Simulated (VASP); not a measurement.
## O: single point with PBE

Crystal: O.

```xyz
2
Lattice="0.0000 2.1075 3.3449 1.4784 0.0000 3.3449 1.4784 2.1075 0.0000" Properties=species:S:1:pos:R:3 pbc="T T T"
O     1.4784    2.1075    0.5827
O     1.4784    2.1075    6.1070
```

- Program: VASP 6.6.1
- Task: single point
- Functional: PBE
- Potentials or basis: VASP PAW PBE potentials, release 64 (O)
- Cutoff: 520 eV
- k mesh: 9 × 9 × 9
- Occupations: fermi-dirac, width 0.03 eV
- Spin: no spin polarisation

```json
{
 "Pressure": "18.2 GPa",
 "Largest force": "5.755 eV/Å",
 "Band gap on the k mesh": "zero (band 6 reaches 2.56 eV, above the bottom of band 7 at 0.93 eV)"
}
```

Forces on the atoms (eV/Å):
```
O    0.000  0.000  5.755
O    0.000  0.000 -5.755
```

Stress tensor (GPa, compression positive):
```
-1.25  0.00  0.00
 0.00 -5.98  0.00
 0.00  0.00 61.73
```

Levels at points of the mesh, in eV from the Fermi level:
| k point | band 2 | band 3 | band 4 | band 5 | band 6 | band 7 | band 8 | band 9 | band 10 | band 11 |
| --- | --- | --- | --- | --- | --- | --- | --- | --- | --- | --- |
| (0.00, 0.00, 0.00) | -14.03 | -9.68 | -6.65 | -6.34 | 0.56 | 1.12 | 9.38 | 12.14 | 15.43 | 19.79 |

Run time: 19 s on 1 thread of Intel(R) Xeon(R) Platinum 8488C (Sapphire Rapids) (shared host), peak memory 0.15 GiB.

Caveat: the standard files for N, O and F lose accuracy on very short bonds; spin is off for a triplet molecule; forces of over 1 eV/Å act on the atoms, so gaps and moduli don't describe the material at rest.
